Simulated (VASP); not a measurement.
# CdI2 (P-3m1) in VASP: single point with HSE06

Aim: the single point of CdI2 with HSE06.

Program: VASP 6.6.1. These are calculated values, not measurements. Logs are shortened: lines on timing, memory, paths and dates and some standing lists are left out, and cuts for length are marked.

### 1 The cell of the first run

The structure is trigonal, space group P-3m1 (No. 164). The conventional cell has a = 4.205 Å, b = 4.205 Å, c = 6.826 Å, α = 90.00°, β = 90.00°, γ = 120.00°. Within 3.9 Å of Cd (site symmetry -3m) lie 6 I at 2.98 Å. Within 3.9 Å of I (site symmetry 3m) lie 3 Cd at 2.98 Å.

### 2 Single point, HSE06 (strain -1.0%)

The input, POSCAR:

```
CdI2
1.0
    4.2045386663      0.0000000000      0.0000000000
   -2.1022693332      3.6412372962      0.0000000000
    0.0000000000      0.0000000000      6.8260748372
Cd I
1 2
Direct
    0.0000000000      0.0000000000      0.0000000000
    0.3333333333      0.6666666667      0.2535331207
    0.6666666667      0.3333333333      0.7464668793
```

The input, INCAR.step1:

```
SYSTEM = CdI2
PREC = Accurate
ENCUT = 400
EDIFF = 1E-5
ISMEAR = 0
SIGMA = 0.01
LREAL = .False.
LASPH = .True.
NELM = 120
ALGO = Normal
ISIF = 2
LWAVE = .True.
LCHARG = .False.
NBANDS = 20
GGA = PE
GGA_COMPAT = .False.
KPAR = 4
```

The input, INCAR.step2:

```
SYSTEM = CdI2
PREC = Accurate
ENCUT = 400
EDIFF = 1E-6
ISMEAR = 0
SIGMA = 0.01
LREAL = .False.
LASPH = .True.
NELM = 120
ALGO = Normal
ISIF = 2
LWAVE = .False.
LCHARG = .False.
GGA = PE
LHFCALC = .True.
HFSCREEN = 0.2079
PRECFOCK = Normal
NBANDS = 20
ISTART = 1
GGA_COMPAT = .False.
KPAR = 4
```

The input, KPOINTS:

```
regular mesh
0
Gamma
  6 6 4
  0 0 0
```

Potentials or basis: VASP PAW PBE potentials, release 64 (Cd, I).

Run with:

```sh
$ cat potpaw_PBE.64/Cd/POTCAR potpaw_PBE.64/I/POTCAR > POTCAR
$ cp INCAR.step1 INCAR
$ mpirun -np 4 vasp_std > vasp.out
$ cp INCAR.step2 INCAR
$ mpirun -np 4 vasp_std > vasp.out
```

OUTCAR:

```text
SYSTEM = CdI2
   PREC = Accurate
   ENCUT = 400
   EDIFF = 1E-6
   ISMEAR = 0
   LREAL = .False.
   LASPH = .True.
   NELM = 120
   ISIF = 2
   GGA = PE
   LHFCALC = .True.
   HFSCREEN = 0.2079
   PRECFOCK = Normal
   ISTART = 1

 ion  position               nearest neighbor table
   1  0.000  0.000  0.000-   2 2.98   3 2.98   3 2.98   2 2.98   3 2.98   2 2.98
   2  0.333  0.667  0.254-   1 2.98   1 2.98   1 2.98
   3  0.667  0.333  0.746-   1 2.98   1 2.98   1 2.98

  LATTYP: Found a hexagonal cell.
 ALAT       =     4.2045386663
 C/A-ratio  =     1.6235015013

  Lattice vectors:

 A1 = (   4.2045386663,   0.0000000000,   0.0000000000)
 A2 = (  -2.1022693332,   3.6412372962,   0.0000000000)
 A3 = (   0.0000000000,   0.0000000000,   6.8260748372)

Analysis of symmetry for initial positions (statically):
=====================================================================
 Subroutine PRICEL returns:
 Original cell was already a primitive cell.

 Routine SETGRP: Setting up the symmetry group for a
 hexagonal supercell.

 Subroutine GETGRP returns: Found 12 space group operations
 (whereof 12 operations were pure point group operations)
 out of a pool of 24 trial point group operations.

The static configuration has the point symmetry D_3d.

Analysis of symmetry for dynamics (positions and initial velocities):
=====================================================================
 Subroutine PRICEL returns:
 Original cell was already a primitive cell.

 Routine SETGRP: Setting up the symmetry group for a
 hexagonal supercell.

 Subroutine GETGRP returns: Found 12 space group operations
 (whereof 12 operations were pure point group operations)
 out of a pool of 24 trial point group operations.

The dynamic configuration has the point symmetry D_3d.

 Subroutine INISYM returns: Found 12 space group operations
 (whereof 12 operations are pure point group operations),
 and found     1 'primitive' translations

----------------------------------------------------------------------------------------

                                     Primitive cell

  volume of cell :     104.5053

  direct lattice vectors                    reciprocal lattice vectors
     4.204538666  0.000000000  0.000000000     0.237838222  0.137315961  0.000000000
    -2.102269333  3.641237296  0.000000000     0.000000000  0.274631923  0.000000000
     0.000000000  0.000000000  6.826074837     0.000000000  0.000000000  0.146497075

  length of vectors
     4.204538666  4.204538666  6.826074837     0.274631923  0.274631923  0.146497075

  position of ions in fractional coordinates (direct lattice)
     0.000000000  0.000000000  0.000000000
     0.333333333  0.666666667  0.253533121
     0.666666667  0.333333333  0.746466879

  ion indices of the primitive-cell ions
   primitive index   ion index
                 1           1
                 2           2
                 3           3

----------------------------------------------------------------------------------------

 KPOINTS: regular mesh

Automatic generation of k-mesh.
 Grid dimensions read from file:
 generate k-points for:    6    6    4

 Generating k-lattice:

  Cartesian coordinates                     Fractional coordinates (reciprocal lattice)
     0.039639704  0.022885994  0.000000000     0.166666667  0.000000000  0.000000000
     0.000000000  0.045771987  0.000000000     0.000000000  0.166666667  0.000000000
     0.000000000  0.000000000  0.036624269     0.000000000  0.000000000  0.250000000

  Length of vectors
     0.045771987  0.045771987  0.036624269

  Shift w.r.t. Gamma in fractional coordinates (k-lattice)
     0.000000000  0.000000000  0.000000000

 Subroutine IBZKPT returns following result:
 ===========================================

 Found     24 irreducible k-points:

 Following reciprocal coordinates:
            Coordinates               Weight
  0.000000  0.000000  0.000000      1.000000
  0.166667  0.000000  0.000000      6.000000
  0.333333  0.000000  0.000000      6.000000
  0.500000  0.000000  0.000000      3.000000
  0.166667  0.166667  0.000000      6.000000
  0.333333  0.166667  0.000000     12.000000
[... 16 lines left out ...]
  0.333333  0.166667  0.500000     12.000000
  0.333333  0.333333  0.500000      2.000000
   k-points           NKPTS =     24   k-points in BZ     NKDIM =    144   number of bands    NBANDS=     20
   number of dos      NEDOS =    301   number of ions     NIONS =      3
   total plane-waves  NPLWV =  37632
   dimension x,y,z NGX =    28 NGY =   28 NGZ =   48
   dimension x,y,z NGXF=    56 NGYF=   56 NGZF=   96
   ions per type =               1   2
   NGX,Y,Z   is equivalent  to a cutoff of  11.07, 11.07, 11.69 a.u.
   NGXF,Y,Z  is equivalent  to a cutoff of  22.14, 22.14, 23.38 a.u.
 SYSTEM =  CdI2
   PREC   = accura    normal or accurate (medium, high low for compatibility)
   ISTART =      1    job   : 0-new  1-cont  2-samecut
   ICHARG =      0    charge: 1-file 2-atom 10-const
   ISPIN  =      1    spin polarized calculation?
   LNONCOLLINEAR =      F non collinear calculations
   LSORBIT =      F    spin-orbit coupling
   LASPH  =      T    aspherical Exc in radial PAW
   ENCUT  =  400.0 eV  29.40 Ry    5.42 a.u.   6.86  6.86 11.13*2*pi/ulx,y,z
   NELM   =    120;   NELMIN=  2; NELMDL=  0     # of ELM steps
   EDIFF  = 0.1E-05   stopping-criterion for ELM
   LREAL  =      F    real-space projection
   EDIFFG = 0.1E-04   stopping-criterion for IOM
   NSW    =      0    number of steps for IOM
   IBRION =     -1    ionic relax: 0-MD 1-quasi-New 2-CG
   NFREE  =      0    steps in history (QN), initial steepest desc. (CG)
   ISIF   =      2    stress and relaxation
   ISYM   =      3    0-nonsym 1-usesym 2-fastsym
   POTIM  = 0.5000    time-step for ionic-motion
   TEBEG  =    0.0;   TEEND  =   0.0 temperature during run
   PSTRESS=    0.0 pullay stress
   NELECT =      26.0000    total number of electrons
   NUPDOWN=      -1.0000    fix difference up-down
   EMIN   =  10.00;   EMAX   =-10.00  energy-range for DOS
   EFERMI =   0.00;   METHOD = LEGACY
   ISMEAR =     0;   SIGMA  =   0.01  broadening in eV -4-tet -1-fermi 0-gaus
   EFERMI_NEDOS =   21; number of points for ismear=-14 and -15
   IALGO  =     38    algorithm
   IMIX   =      1    mixing-type and parameters
     AMIX     =   0.40;   BMIX     =  1.00
     AMIX_MAG =   1.60;   BMIX_MAG =  1.00
  volume/ion in A,a.u.               =      34.84       235.08
  Fermi-wavevector in a.u.,A,eV,Ry     =   1.029643  1.945742 14.424404  1.060164
  Thomas-Fermi vector in A             =   2.163700
   LORBIT       =      0    0 simple, 1 ext, 2 COOP (PROOUT), +10 PAW based schemes
   GGA     = PE    functional components
   LHFCALC =     T    Hartree Fock is set to
   PRECFOCK=normal    Normal, Fast or Accurate (Low or Medium for compatibility)
   ENCUT4O =  -1.0   cutoff for four orbital integrals eV
   NKREDX  =     1    reduce k-point grid by
   NKREDY  =     1    reduce k-point grid by
   NKREDZ  =     1    reduce k-point grid by
   AEXX    =    0.2500 exact exchange contribution
   HFSCREEN=    0.2079 screening length (either q_TF or 0.3 A-1)
   HFSCREENC=   0.2079 screening length for correlation (either q_TF or 0.3 A-1)
   ENCUTFOCK=  -1.0 apply spherical cutoff to Coloumb kernel
   IVDW    =     0    specifies the selected vdW correction
   LEPSILON=     F    determine dielectric tensor
   LRPA    =     F    only Hartree local field effects (RPA)
 non-spin polarized calculation
 Gauss-broadening in eV      SIGMA  =   0.01
  energy-cutoff  :      400.00
  volume of cell :      104.51
 maximum number of plane-waves:      1914
  NGX = 24; NGY = 24; NGZ = 36

 number of electron      26.0000013 magnetization

 Free energy of the ion-electron system (eV)
  ---------------------------------------------------
  ext. energy  EPLUGINS =         0.00000000
  ---------------------------------------------------
  free energy    TOTEN  =        -7.04578560 eV

  energy without entropy =       -7.04578560  energy(sigma->0) =       -7.04578560

 E-fermi :   1.7031     XC(G=0):  -7.2539

 val. band max:        1.6141190384   @ k =   0.0000   0.0000   0.5000
 cond. band min:       4.9039572567   @ k =   0.5000   0.0000   0.5000
 fundamental gap:      3.2898382183
 Fermi energy:         1.7030778034

 k-point     1 :       0.0000    0.0000    0.0000
  band No.  band energies     occupation
      1     -11.6645      2.00000
      2     -10.8379      2.00000
      3      -7.2995      2.00000
      4      -7.2995      2.00000
      5      -7.1549      2.00000
      6      -7.0782      2.00000
[... 12 lines left out ...]
     19      11.8868      0.00000
     20      11.9903      0.00000

 k-point     2 :       0.1667    0.0000    0.0000
  band No.  band energies     occupation
      1     -11.5075      2.00000
      2     -10.8203      2.00000
      3      -7.2819      2.00000
      4      -7.2213      2.00000
      5      -7.1274      2.00000
      6      -7.0826      2.00000
[... 12 lines left out ...]
     19      10.7886      0.00000
     20      11.9251      0.00000

 k-point     3 :       0.3333    0.0000    0.0000
  band No.  band energies     occupation
      1     -11.1445      2.00000
      2     -10.7984      2.00000
      3      -7.2643      2.00000
      4      -7.1576      2.00000
      5      -7.0776      2.00000
      6      -7.0386      2.00000
[... 12 lines left out ...]
     19      11.2895      0.00000
     20      11.9515      0.00000

 k-point     4 :       0.5000    0.0000    0.0000
  band No.  band energies     occupation
      1     -10.8689      2.00000
      2     -10.8577      2.00000
      3      -7.2634      2.00000
      4      -7.1672      2.00000
      5      -7.0651      2.00000
      6      -7.0127      2.00000
[... 12 lines left out ...]
     19      11.9957      0.00000
     20      12.4992      0.00000

 k-point     5 :       0.1667    0.1667    0.0000
  band No.  band energies     occupation
      1     -11.2462      2.00000
      2     -10.7985      2.00000
      3      -7.2582      2.00000
      4      -7.1379      2.00000
      5      -7.0984      2.00000
      6      -7.0490      2.00000
[... 12 lines left out ...]
     19       9.8091      0.00000
     20      12.3789      0.00000

 k-point     6 :       0.3333    0.1667    0.0000
  band No.  band energies     occupation
      1     -10.9299      2.00000
      2     -10.7988      2.00000
      3      -7.2185      2.00000
      4      -7.1368      2.00000
      5      -7.0664      2.00000
      6      -7.0290      2.00000
[... 12 lines left out ...]
     19      11.1762      0.00000
     20      12.1376      0.00000

 k-point     7 :       0.3333    0.3333    0.0000
  band No.  band energies     occupation
      1     -10.8079      2.00000
      2     -10.8079      2.00000
      3      -7.1118      2.00000
      4      -7.1118      2.00000
      5      -7.0483      2.00000
      6      -7.0282      2.00000
[... 12 lines left out ...]
     19      11.1229      0.00000
     20      11.1229      0.00000
[... 277 lines left out ...]
 k-point    20 :       0.3333    0.0000    0.5000
  band No.  band energies     occupation
      1     -11.0253      2.00000
      2     -10.9206      2.00000
      3      -7.2653      2.00000
      4      -7.1636      2.00000
      5      -7.0735      2.00000
      6      -7.0386      2.00000
[... 12 lines left out ...]
     19      12.0274      0.00000
     20      12.2332      0.00000

 k-point    21 :       0.5000    0.0000    0.5000
  band No.  band energies     occupation
      1     -10.9456      2.00000
      2     -10.7683      2.00000
      3      -7.2651      2.00000
      4      -7.1715      2.00000
      5      -7.0590      2.00000
      6      -7.0127      2.00000
[... 12 lines left out ...]
     19      12.1267      0.00000
     20      12.7105      0.00000

 k-point    22 :       0.1667    0.1667    0.5000
  band No.  band energies     occupation
      1     -11.0754      2.00000
      2     -10.9828      2.00000
      3      -7.2531      2.00000
      4      -7.1547      2.00000
      5      -7.0962      2.00000
      6      -7.0666      2.00000
[... 12 lines left out ...]
     19      10.6830      0.00000
     20      11.6508      0.00000

 k-point    23 :       0.3333    0.1667    0.5000
  band No.  band energies     occupation
      1     -10.9075      2.00000
      2     -10.8157      2.00000
      3      -7.2088      2.00000
      4      -7.1396      2.00000
      5      -7.0631      2.00000
      6      -7.0294      2.00000
[... 12 lines left out ...]
     19      10.8158      0.00000
     20      12.2748      0.00000

 k-point    24 :       0.3333    0.3333    0.5000
  band No.  band energies     occupation
      1     -10.8072      2.00000
      2     -10.8072      2.00000
      3      -7.1054      2.00000
      4      -7.1054      2.00000
      5      -7.0466      2.00000
      6      -7.0204      2.00000
[... 12 lines left out ...]
     19      11.7604      0.00000
     20      11.7605      0.00000

------------------------ aborting loop because EDIFF is reached ----------------------------------------

  FORCE on cell =-STRESS in cart. coord.  units (eV):
  Direction    XX          YY          ZZ          XY          YZ          ZX
  --------------------------------------------------------------------------------------
  -------------------------------------------------------------------------------------
  Total        0.9363782      0.9363782      0.6589167     -0.0000000      0.0000000     -0.0000000
  in kB       14.3556710     14.3556710     10.1018918     -0.0000000      0.0000000     -0.0000000
  external PRESSURE =      12.9377446 kB  Pullay stress =       0.0000000 kB

 VOLUME and BASIS-vectors are now :
 -----------------------------------------------------------------------------
  energy-cutoff  :      400.00
  volume of cell :      104.51
      direct lattice vectors                 reciprocal lattice vectors
     4.204538666  0.000000000  0.000000000     0.237838222  0.137315961  0.000000000
    -2.102269333  3.641237296  0.000000000     0.000000000  0.274631923  0.000000000
     0.000000000  0.000000000  6.826074837     0.000000000  0.000000000  0.146497075

 POSITION                                       TOTAL-FORCE (eV/Angst)
 -----------------------------------------------------------------------------------
      0.00000      0.00000      0.00000         0.000000      0.000000      0.000000
     -0.00000      2.42749      1.73064        -0.000000      0.000000     -0.059048
      2.10227      1.21375      5.09544        -0.000000      0.000000      0.059048
 -----------------------------------------------------------------------------------
    total drift:                               -0.000000     -0.000000     -0.000000

  FREE ENERGIE OF THE ION-ELECTRON SYSTEM (eV)
  ---------------------------------------------------
  free  energy   TOTEN  =        -7.0457856028 eV

  energy  without entropy=       -7.0457856028  energy(sigma->0) =       -7.04578560
```

Wall time 16 min (4 MPI ranks of Intel Xeon 6975P-C (Granite Rapids), shared host); peak memory 0.32 GiB.

Results:

```
Free energy            : -7.0458 eV
Pressure               : 1.3 GPa
Largest force          : 0.059 eV/Å
Band gap on the k mesh : 3.29 eV, indirect (least direct gap 3.68 eV)
```

Forces in eV/Å, atoms in the order of the input:
```
Cd   0.000  0.000  0.000
I    0.000  0.000 -0.059
I    0.000  0.000  0.059
```

Levels at points of the mesh, in eV from the valence-band top:
```tsv
k point	band 9	band 10	band 11	band 12	band 13	band 14	band 15	band 16	band 17	band 18
(0.00, 0.00, 0.00)	-0.30	-0.30	-0.18	-0.18	-0.18	3.50	5.41	7.47	7.47	9.44
(0.50, 0.00, 0.00)	-3.06	-2.29	-1.67	-0.84	-0.16	3.62	5.92	6.72	7.52	8.65
(0.00, 0.00, 0.50)	-1.88	-0.46	-0.46	0.00	0.00	4.76	5.48	7.23	7.23	8.72
(0.50, 0.00, 0.50)	-3.59	-1.41	-1.36	-0.61	-0.54	3.29	5.76	6.71	7.47	8.44
```

Caveat: the cell differs from its parent crystal (strain -1.0%); the PAW data sets were made with another functional, which shifts forces and pressure a little; spin-orbit coupling is left out, which moves the levels of the heavy elements; this functional lacks dispersion, which binds the layers, so the pressure and a relaxed spacing across them are unreliable. A k mesh can miss the band edges.
